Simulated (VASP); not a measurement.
# HfC (WC type) (P-6m2) in VASP: notebook

The runs below take HfC (WC type) through single point, with PBE.

All numbers are computed with VASP 6.6.1; they aren't measurements. Logs are shortened: lines on timing, memory, paths and dates and some standing lists are left out, and cuts for length are marked.

## Step 1: The cell of the first run

It takes space group P-6m2 (No. 187, hexagonal). Conventional cell: a = 3.236 Å, b = 3.236 Å, c = 2.914 Å, α = 90.00°, β = 90.00°, γ = 120.00°. Hf (site symmetry -6m2) has 6 C at 2.37 Å and 2 Hf at 2.91 Å within 3.1 Å. Within 3.1 Å of C (site symmetry -6m2) lie 6 Hf at 2.37 Å and 2 C at 2.91 Å.

## Step 2: Single point, PBE

Input file INCAR:

```
ALGO = Normal ; EDIFF = 1E-6
ENCUT = 520 ; GGA = PE
ISIF = 2 ; ISMEAR = -1
LASPH = T ; LCHARG = F
LREAL = F ; LWAVE = F
NBANDS = 14 ; NELM = 100
PREC = Accurate ; SIGMA = 0.1
```

Input file KPOINTS:

```
k-points
0
Gamma
  15 15 13
```

Input file POSCAR:

```
HfC
1.0
    3.2358678786      0.0000000000      0.0000000000
   -1.6179339393      2.8023437861      0.0000000000
    0.0000000000      0.0000000000      2.9135019123
Hf C
1 1
Direct
    0.0000000000      0.0000000000      0.0000000000
    0.3333333333      0.6666666667      0.5000000000
```

Potentials or basis: VASP PAW PBE potentials, release 64 (Hf_pv, C).

Command:

```sh
$ cat potpaw_PBE.64/Hf_pv/POTCAR potpaw_PBE.64/C/POTCAR > POTCAR
$ mpirun -np 1 vasp_std > vasp.out
```

OUTCAR:

```text
EDIFF = 1E-6
   ENCUT = 520
   GGA = PE
   ISIF = 2
   ISMEAR = -1
   LASPH = T
   LREAL = F
   NELM = 100
   PREC = Accurate

 ion  position               nearest neighbor table
   1  0.000  0.000  0.000-   2 2.37   2 2.37   2 2.37   2 2.37   2 2.37   2 2.37
   2  0.333  0.667  0.500-   1 2.37   1 2.37   1 2.37   1 2.37   1 2.37   1 2.37

  LATTYP: Found a hexagonal cell.
 ALAT       =     3.2358678786
 C/A-ratio  =     0.9003772779

  Lattice vectors:

 A1 = (   3.2358678786,   0.0000000000,   0.0000000000)
 A2 = (  -1.6179339393,   2.8023437861,   0.0000000000)
 A3 = (   0.0000000000,   0.0000000000,   2.9135019123)

Analysis of symmetry for initial positions (statically):
=====================================================================
 Subroutine PRICEL returns:
 Original cell was already a primitive cell.

 Routine SETGRP: Setting up the symmetry group for a
 hexagonal supercell.

 Subroutine GETGRP returns: Found 12 space group operations
 (whereof 12 operations were pure point group operations)
 out of a pool of 24 trial point group operations.

The static configuration has the point symmetry D_3h.

Analysis of symmetry for dynamics (positions and initial velocities):
=====================================================================
 Subroutine PRICEL returns:
 Original cell was already a primitive cell.

 Routine SETGRP: Setting up the symmetry group for a
 hexagonal supercell.

 Subroutine GETGRP returns: Found 12 space group operations
 (whereof 12 operations were pure point group operations)
 out of a pool of 24 trial point group operations.

The dynamic configuration has the point symmetry D_3h.

 Subroutine INISYM returns: Found 12 space group operations
 (whereof 12 operations are pure point group operations),
 and found     1 'primitive' translations

----------------------------------------------------------------------------------------

                                     Primitive cell

  volume of cell :      26.4197

  direct lattice vectors                    reciprocal lattice vectors
     3.235867879  0.000000000  0.000000000     0.309036103  0.178422077  0.000000000
    -1.617933939  2.802343786  0.000000000     0.000000000  0.356844155  0.000000000
     0.000000000  0.000000000  2.913501912     0.000000000  0.000000000  0.343229567

  length of vectors
     3.235867879  3.235867879  2.913501912     0.356844155  0.356844155  0.343229567

  position of ions in fractional coordinates (direct lattice)
     0.000000000  0.000000000  0.000000000
     0.333333333  0.666666667  0.500000000

  ion indices of the primitive-cell ions
   primitive index   ion index
                 1           1
                 2           2

----------------------------------------------------------------------------------------

 KPOINTS: k-points

Automatic generation of k-mesh.
 Grid dimensions read from file:
 generate k-points for:   15   15   13

 Generating k-lattice:

  Cartesian coordinates                     Fractional coordinates (reciprocal lattice)
     0.020602407  0.011894805  0.000000000     0.066666667  0.000000000  0.000000000
     0.000000000  0.023789610  0.000000000     0.000000000  0.066666667  0.000000000
     0.000000000  0.000000000  0.026402274     0.000000000  0.000000000  0.076923077

  Length of vectors
     0.023789610  0.023789610  0.026402274

  Shift w.r.t. Gamma in fractional coordinates (k-lattice)
     0.000000000  0.000000000  0.000000000

 Subroutine IBZKPT returns following result:
 ===========================================

 Found    189 irreducible k-points:

 Following reciprocal coordinates:
            Coordinates               Weight
  0.000000  0.000000  0.000000      1.000000
  0.066667  0.000000  0.000000      6.000000
  0.133333  0.000000  0.000000      6.000000
  0.200000  0.000000  0.000000      6.000000
  0.266667  0.000000  0.000000      6.000000
  0.333333  0.000000  0.000000      6.000000
[... 16 lines left out ...]
  0.333333  0.200000  0.000000     12.000000
  0.400000  0.200000  0.000000      6.000000
 [... further k-points ...]
   k-points           NKPTS =    189   k-points in BZ     NKDIM =    189   number of bands    NBANDS=     14
   number of dos      NEDOS =    301   number of ions     NIONS =      2
   total plane-waves  NPLWV =  13824
   dimension x,y,z NGX =    24 NGY =   24 NGZ =   24
   dimension x,y,z NGXF=    48 NGYF=   48 NGZF=   48
   ions per type =               1   1
   NGX,Y,Z   is equivalent  to a cutoff of  12.33, 12.33, 13.69 a.u.
   NGXF,Y,Z  is equivalent  to a cutoff of  24.66, 24.66, 27.39 a.u.
 SYSTEM =  unknown system
   PREC   = accura    normal or accurate (medium, high low for compatibility)
   ISTART =      0    job   : 0-new  1-cont  2-samecut
   ICHARG =      2    charge: 1-file 2-atom 10-const
   ISPIN  =      1    spin polarized calculation?
   LNONCOLLINEAR =      F non collinear calculations
   LSORBIT =      F    spin-orbit coupling
   LASPH  =      T    aspherical Exc in radial PAW
   ENCUT  =  520.0 eV  38.22 Ry    6.18 a.u.   6.02  6.02  5.42*2*pi/ulx,y,z
   NELM   =    100;   NELMIN=  2; NELMDL= -5     # of ELM steps
   EDIFF  = 0.1E-05   stopping-criterion for ELM
   LREAL  =      F    real-space projection
   EDIFFG = 0.1E-04   stopping-criterion for IOM
   NSW    =      0    number of steps for IOM
   IBRION =     -1    ionic relax: 0-MD 1-quasi-New 2-CG
   NFREE  =      0    steps in history (QN), initial steepest desc. (CG)
   ISIF   =      2    stress and relaxation
   ISYM   =      2    0-nonsym 1-usesym 2-fastsym
   POTIM  = 0.5000    time-step for ionic-motion
   TEBEG  =    0.0;   TEEND  =   0.0 temperature during run
   PSTRESS=    0.0 pullay stress
   NELECT =      14.0000    total number of electrons
   NUPDOWN=      -1.0000    fix difference up-down
   EMIN   =  10.00;   EMAX   =-10.00  energy-range for DOS
   EFERMI =   0.00;   METHOD = LEGACY
   ISMEAR =    -1;   SIGMA  =   0.10  broadening in eV -4-tet -1-fermi 0-gaus
   EFERMI_NEDOS =   21; number of points for ismear=-14 and -15
   IALGO  =     38    algorithm
   IMIX   =      4    mixing-type and parameters
     AMIX     =   0.40;   BMIX     =  1.00
     AMIX_MAG =   1.60;   BMIX_MAG =  1.00
  volume/ion in A,a.u.               =      13.21        89.14
  Fermi-wavevector in a.u.,A,eV,Ry     =   1.324774  2.503459 23.878567  1.755025
  Thomas-Fermi vector in A             =   2.454284
   LORBIT       =      0    0 simple, 1 ext, 2 COOP (PROOUT), +10 PAW based schemes
   GGA     = PE    functional components
   LHFCALC =     F    Hartree Fock is set to
   AEXX    =    0.0000 exact exchange contribution
   IVDW    =     0    specifies the selected vdW correction
   LEPSILON=     F    determine dielectric tensor
   LRPA    =     F    only Hartree local field effects (RPA)
 non-spin polarized calculation
  energy-cutoff  :      520.00
  volume of cell :       26.42
 maximum number of plane-waves:       729
   NGX = 13   NGY = 13   NGZ = 11

 number of electron      14.0000000 magnetization

 Free energy of the ion-electron system (eV)
  ---------------------------------------------------
  ext. energy  EPLUGINS =         0.00000000
  ---------------------------------------------------
  free energy    TOTEN  =       -19.52157920 eV

  energy without entropy =      -19.50911658  energy(sigma->0) =      -19.51534789

 E-fermi :   5.4578     XC(G=0): -11.9798

 val. band max:        5.4311903719   @ k =   0.4000  -0.0000   0.0769
 cond. band min:       5.5088140869   @ k =   0.3333   0.0000   0.0769
 fundamental gap:      0.0776237151
 Fermi energy:         5.4577858819

 k-point     1 :       0.0000    0.0000    0.0000
  band No.  band energies     occupation
      1     -24.3135      2.00000
      2     -24.3135      2.00000
      3     -23.9032      2.00000
      4      -6.4093      2.00000
      5       3.9199      2.00000
      6       3.9199      2.00000
      7       4.3466      1.99997
      8       7.1318      0.00000
      9      10.3510      0.00000
     10      11.7094      0.00000
     11      11.7094      0.00000
     12      12.2089      0.00000
     13      12.2089      0.00000
     14      19.0689      0.00000

 k-point     2 :       0.0667    0.0000    0.0000
  band No.  band energies     occupation
      1     -24.3404      2.00000
      2     -24.3195      2.00000
      3     -23.9001      2.00000
      4      -6.3180      2.00000
      5       3.6720      2.00000
      6       3.9938      2.00000
      7       4.4332      1.99993
      8       6.9870      0.00000
      9      10.6796      0.00000
     10      11.6746      0.00000
     11      11.8749      0.00000
     12      12.0027      0.00000
     13      12.1605      0.00000
     14      19.0244      0.00000

 k-point     3 :       0.1333    0.0000    0.0000
  band No.  band energies     occupation
      1     -24.4157      2.00000
      2     -24.3363      2.00000
      3     -23.8914      2.00000
      4      -6.0552      2.00000
      5       3.1101      2.00000
      6       4.2057      1.99999
      7       4.6166      1.99956
      8       6.6261      0.00002
      9      11.4069      0.00000
     10      11.5780      0.00000
     11      11.6047      0.00000
     12      12.0371      0.00000
     13      12.2816      0.00000
     14      18.8827      0.00000
[... 324 lines left out ...]
 k-point    23 :       0.3333    0.2000    0.0000
  band No.  band energies     occupation
      1     -24.8224      2.00000
      2     -24.5653      2.00000
      3     -23.8285      2.00000
      4      -3.7570      2.00000
      5       1.0316      2.00000
      6       3.5417      2.00000
      7       5.0758      1.95706
      8       6.8374      0.00000
      9       9.6191      0.00000
     10      10.0034      0.00000
     11      11.5422      0.00000
     12      14.8814      0.00000
     13      16.6851      0.00000
     14      18.8545      0.00000

 k-point    24 :       0.4000    0.2000    0.0000
  band No.  band energies     occupation
      1     -24.8336      2.00000
      2     -24.5788      2.00000
      3     -23.8260      2.00000
      4      -3.6395      2.00000
      5       1.0009      2.00000
      6       3.4040      2.00000
      7       5.0359      1.97100
      8       7.0010      0.00000
      9       9.6790      0.00000
     10       9.9276      0.00000
     11      11.3141      0.00000
     12      14.9707      0.00000
     13      17.4152      0.00000
     14      18.3208      0.00000

 [... further k-points ...]
[... 5 lines left out ...]
  --------------------------------------------------------------------------------------
  -------------------------------------------------------------------------------------
  Total       -0.1026995     -0.1026995     -0.1945414      0.0000000      0.0000000      0.0000000
  in kB       -6.2280380     -6.2280380    -11.7976412      0.0000000      0.0000000      0.0000000
  external PRESSURE =      -8.0845724 kB  Pullay stress =       0.0000000 kB

 VOLUME and BASIS-vectors are now :
 -----------------------------------------------------------------------------
  energy-cutoff  :      520.00
  volume of cell :       26.42
      direct lattice vectors                 reciprocal lattice vectors
     3.235867879  0.000000000  0.000000000     0.309036103  0.178422077  0.000000000
    -1.617933939  2.802343786  0.000000000     0.000000000  0.356844155  0.000000000
     0.000000000  0.000000000  2.913501912     0.000000000  0.000000000  0.343229567

 POSITION                                       TOTAL-FORCE (eV/Angst)
 -----------------------------------------------------------------------------------
      0.00000      0.00000      0.00000         0.000000      0.000000      0.000000
     -0.00000      1.86823      1.45675        -0.000000      0.000000      0.000000
 -----------------------------------------------------------------------------------
    total drift:                                0.000000     -0.000000     -0.000000

  FREE ENERGIE OF THE ION-ELECTRON SYSTEM (eV)
  ---------------------------------------------------
  free  energy   TOTEN  =       -19.5215791994 eV

  energy  without entropy=      -19.5091165786  energy(sigma->0) =      -19.51534789
```

Wall time 23 s (1 thread of Intel Xeon Platinum 8488C (Sapphire Rapids), shared host); peak memory 0.2 GiB.

What came out:

```yaml
Free_energy: -19.5216 eV
Pressure: -0.8 GPa
Band_gap_on_the_k_mesh: zero (band 7 reaches 5.42 eV, above the bottom of band 8 at 5.40 eV)
```

Stress tensor (GPa, compression positive):
```
-0.62  0.00  0.00
 0.00 -0.62  0.00
 0.00  0.00 -1.18
```

Levels at points of the mesh, in eV from the Fermi level:
| k point | band 4 | band 5 | band 6 | band 7 | band 8 | band 9 | band 10 | band 11 |
| --- | --- | --- | --- | --- | --- | --- | --- | --- |
| (0.00, 0.00, 0.00) | -11.87 | -1.54 | -1.54 | -1.11 | 1.67 | 4.89 | 6.25 | 6.25 |

Caveat: spin-orbit coupling is left out, which moves the levels of the heavy elements.

## Step 3: Single point, PBE

Input file INCAR:

```
SYSTEM = HfC
PREC = Accurate ; ENCUT = 520
EDIFF = 1E-7 ; ISMEAR = -1
SIGMA = 0.1 ; LREAL = .False.
LASPH = .True. ; NELM = 80
ALGO = Normal ; ISIF = 2
LWAVE = .False. ; LCHARG = .False.
GGA = PE ; NBANDS = 14
```

Input file KPOINTS:

```
Automatic mesh
0
Gamma
  15 15 13
  0 0 0
```

Input file POSCAR:

```
HfC
1.0
    3.2361810364      0.0000000000      0.0000000000
   -1.6180905182      2.8026149888      0.0000000000
    0.0000000000      0.0000000000      2.9139133625
Hf C
1 1
Direct
    0.0000000000      0.0000000000      0.0000000000
    0.3333333333      0.6666666667      0.5000000000
```

Potentials or basis: VASP PAW PBE potentials, release 64 (Hf_pv, C).

Command:

```sh
$ cat potpaw_PBE.64/Hf_pv/POTCAR potpaw_PBE.64/C/POTCAR > POTCAR
$ mpirun -np 1 vasp_std > vasp.out
```

OUTCAR:

```text
SYSTEM = HfC
   PREC = Accurate
   ENCUT = 520
   EDIFF = 1E-7
   ISMEAR = -1
   LREAL = .False.
   LASPH = .True.
   NELM = 80
   ISIF = 2
   GGA = PE

 ion  position               nearest neighbor table
   1  0.000  0.000  0.000-   2 2.37   2 2.37   2 2.37   2 2.37   2 2.37   2 2.37
   2  0.333  0.667  0.500-   1 2.37   1 2.37   1 2.37   1 2.37   1 2.37   1 2.37

  LATTYP: Found a hexagonal cell.
 ALAT       =     3.2361810364
 C/A-ratio  =     0.9004172912

  Lattice vectors:

[... 593 lines left out ...]

------------------------ aborting loop because EDIFF is reached ----------------------------------------

  FORCE on cell =-STRESS in cart. coord.  units (eV):
  Direction    XX          YY          ZZ          XY          YZ          ZX
  --------------------------------------------------------------------------------------
  -------------------------------------------------------------------------------------
  Total       -0.1119938     -0.1119938     -0.2088199      0.0000000      0.0000000      0.0000000
  in kB       -6.7894049     -6.7894049    -12.6592945      0.0000000      0.0000000      0.0000000
  external PRESSURE =      -8.7460348 kB  Pullay stress =       0.0000000 kB

 VOLUME and BASIS-vectors are now :
 -----------------------------------------------------------------------------
  energy-cutoff  :      520.00
  volume of cell :       26.43
      direct lattice vectors                 reciprocal lattice vectors
     3.236181036  0.000000000  0.000000000     0.309006199  0.178404812  0.000000000
    -1.618090518  2.802614989  0.000000000     0.000000000  0.356809624  0.000000000
     0.000000000  0.000000000  2.913913363     0.000000000  0.000000000  0.343181102

 POSITION                                       TOTAL-FORCE (eV/Angst)
 -----------------------------------------------------------------------------------
      0.00000      0.00000      0.00000        -0.000000      0.000000      0.000000
     -0.00000      1.86841      1.45696         0.000000      0.000000      0.000000
 -----------------------------------------------------------------------------------
    total drift:                                0.000000     -0.000000     -0.000000

  FREE ENERGIE OF THE ION-ELECTRON SYSTEM (eV)
  ---------------------------------------------------
  free  energy   TOTEN  =       -19.5215315916 eV

  energy  without entropy=      -19.5090682454  energy(sigma->0) =      -19.51529992
```

stdout:

```text
POSCAR found type information on POSCAR HfC
 POSCAR found :  2 types and       2 ions
 scaLAPACK will be used
 LDA part: xc-table for (Slater+PW92), standard interpolation
 POSCAR, INCAR and KPOINTS ok, starting setup
 FFT: planning ... GRIDC
 FFT: planning ... GRID_SOFT
 FFT: planning ... GRID
 WAVECAR not read
 entering main loop
```

It took 27 s on 1 thread of Intel Xeon Platinum 8488C (Sapphire Rapids), shared host; peak memory 0.2 GiB.

What came out:

```
Free energy            : -19.5215 eV
Pressure               : -0.9 GPa
Band gap on the k mesh : zero (band 7 reaches 5.42 eV, above the bottom of band 8 at 5.39 eV)
```

Caveat: spin-orbit coupling is left out, which moves the levels of the heavy elements.
